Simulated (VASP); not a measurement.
FeGe: relaxation of cell and atoms with LDA+U

Crystal: FeGe.

```
Ge Fe
1.0
     4.99760    0.00000    0.00000
    -2.49880    4.32805    0.00000
     0.00000    0.00000    4.11576
Ge Fe
3 3
Direct
  0.66667 0.33333 0.50000
  0.33333 0.66667 0.50000
  0.00000 0.00000 0.00000
  0.00000 0.50000 0.00000
  0.50000 0.50000 0.00000
  0.50000 0.00000 0.00000
```

```json
{
 "Program": "VASP 6.6.1",
 "Task": "relaxation of cell and atoms",
 "Functional": "LDA",
 "Potentials or basis": "VASP PAW LDA potentials, release 64 (Ge_d, Fe)",
 "Cutoff": "600 eV",
 "k mesh": "6 × 6 × 7",
 "Occupations": "fermi-dirac, width 0.05 eV",
 "Spin": "collinear spin, ferromagnetic start",
 "Starting moments": "[0.0, 0.0, 0.0, 3.0, 3.0, 3.0] μB",
 "Hubbard terms": "Fe d U = 4.0 eV",
 "Dipole correction": "no",
 "Further INCAR settings": "ALGO = Normal; EDIFF = 1e-06; IBRION = 2; EDIFFG = -0.01; NSW = 60; ISIF = 3"
}
```

The relaxed volume is 14.57 Å³/atom, the relaxed cell is a = 4.964 Å, b = 4.964 Å, c = 4.097 Å, α = 90.00°, β = 90.00°, γ = 120.00° and the space group after relaxing (to 0.1 Å) is P6/mmm (No. 191). The energy gained by relaxing is 1.7 meV/atom. The ionic steps are 5. The pressure after relaxing is 0.0 GPa, the net moment is 7.59 μB per cell and the site moments are Ge -0.07, -0.13 (each value once); Fe +2.67 μB. The valence electrons inside the program's atomic spheres are Ge 12.42, 12.41 (each value once); Fe 7.44.

Stress tensor (GPa, compression positive):
```
-0.02  0.00  0.00
 0.00 -0.02  0.00
 0.00  0.00 -0.11
```

The path:
| step | energy change (eV) | largest force (eV/Å) | pressure (GPa) | volume (Å³) |
| --- | --- | --- | --- | --- |
| 1 | 0.0000 | 0.0000 | -1.82 | 89.02 |
| 2 | -0.0090 | 0.0000 | 0.55 | 86.86 |
| 3 | -0.0099 | 0.0000 | 0.12 | 87.36 |
| 4 | -0.0099 | 0.0000 | -0.07 | 87.46 |
| 5 | -0.0099 | 0.0000 | -0.05 | 87.43 |

Final structure:
```cif
data_structure
_symmetry_space_group_name_H-M 'P 1'
_symmetry_Int_Tables_number 1
_cell_length_a 4.9638
_cell_length_b 4.9638
_cell_length_c 4.0970
_cell_angle_alpha 90.000
_cell_angle_beta 90.000
_cell_angle_gamma 120.000
_cell_volume 87.43
loop_
_atom_site_label
_atom_site_type_symbol
_atom_site_fract_x
_atom_site_fract_y
_atom_site_fract_z
_atom_site_occupancy
Ge1 Ge 0.66667 0.33333 0.50000 1
Ge2 Ge 0.33333 0.66667 0.50000 1
Ge3 Ge 0.00000 0.00000 0.00000 1
Fe1 Fe 0.00000 0.50000 0.00000 1
Fe2 Fe 0.50000 0.50000 0.00000 1
Fe3 Fe 0.50000 0.00000 0.00000 1
```

Levels at points of the mesh, in eV from the Fermi level:
Spin up:
```csv
k point,band 32,band 33,band 34,band 35,band 36,band 37,band 38,band 39,band 40,band 41
"(0.00, 0.00, 0.00)",-3.27,-2.96,-2.96,-1.92,-1.71,-0.10,-0.10,2.69,2.88,4.27
"(0.50, 0.00, 0.00)",-3.37,-3.32,-1.25,-0.30,0.44,0.76,0.93,2.34,3.13,3.49
```
Spin down:
```
           k point  band 26  band 27  band 28  band 29  band 30  band 31  band 32  band 33
(0.00, 0.00, 0.00)    -2.25    -2.25    -0.21    -0.21     1.44     1.44     1.70     1.73
(0.50, 0.00, 0.00)    -1.57    -1.38    -1.36     0.45     0.54     1.00     1.01     1.73
```

Eigenvalues of the final occupation matrices:
| site | spin | trace | eigenvalues |
| --- | --- | --- | --- |
| site 4 d | 1 | 4.57 | 0.89 0.91 0.92 0.93 0.93 |
| site 4 d | 2 | 1.89 | 0.20 0.21 0.24 0.58 0.66 |
| site 5 d | 1 | 4.57 | 0.89 0.91 0.92 0.93 0.93 |
| site 5 d | 2 | 1.89 | 0.20 0.21 0.24 0.58 0.66 |
| site 6 d | 1 | 4.57 | 0.89 0.91 0.92 0.93 0.93 |
| site 6 d | 2 | 1.89 | 0.20 0.21 0.24 0.58 0.66 |

It took 13 min on 1 thread of Oxide Virtual Turin-like Processor, on a shared host, peak memory 0.3 GiB.

Caveat: the U is typed as a test and isn't derived for this compound. The state reached can hang on the start; a lower one may exist.
